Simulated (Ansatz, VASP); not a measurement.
**Al5GaP6 in VASP and in Ansatz**

```xyz
12
Lattice="3.8951 0.0000 0.0000 0.0000 3.8951 0.0000 0.0000 0.0000 16.4908" Properties=species:S:1:pos:R:3 pbc="T T T"
Al    1.9475    1.9475   13.7428
Al    0.0000    0.0000   10.9945
Al    1.9475    1.9475    8.2454
Al    0.0000    0.0000    5.4964
Al    1.9475    1.9475    2.7480
Ga    0.0000    0.0000    0.0000
P     1.9475    0.0000   12.3691
P     0.0000    1.9475    9.6198
P     1.9475    0.0000    6.8710
P     0.0000    1.9475    4.1218
P     1.9475    0.0000    1.3800
P     0.0000    1.9475   15.1108
```

Alike in both runs: task relaxation of cell and atoms; functional PBE; k mesh 8 × 8 × 2; occupations gaussian, width 0.02 eV; no spin polarisation.

|  | VASP | Ansatz |
| --- | --- | --- |
| version | VASP 6.6.1 | Ansatz 0.2.0 |
| potentials or method | VASP PAW PBE potentials, release 64 (Al, Ga_d, P), cutoff 600 eV | scalar-relativistic, plane waves, PAW |
| valence electrons in the cell | 58 | 58 |

Ansatz gave:

```
gap on the k mesh at the Fermi level, each at its own relaxed structure (eV)  : 1.62
relaxed volume (Å³/atom)                                                      : 20.88
relaxed length of the cell vector where the two differ most in proportion (Å) : 16.518
```

**Question.** What did VASP give for the same quantities?

**Answer.** gap on the k mesh at the Fermi level, each at its own relaxed structure (eV): 1.62; relaxed volume (Å³/atom): 20.88; relaxed length of the cell vector where the two differ most in proportion (Å): 16.504.
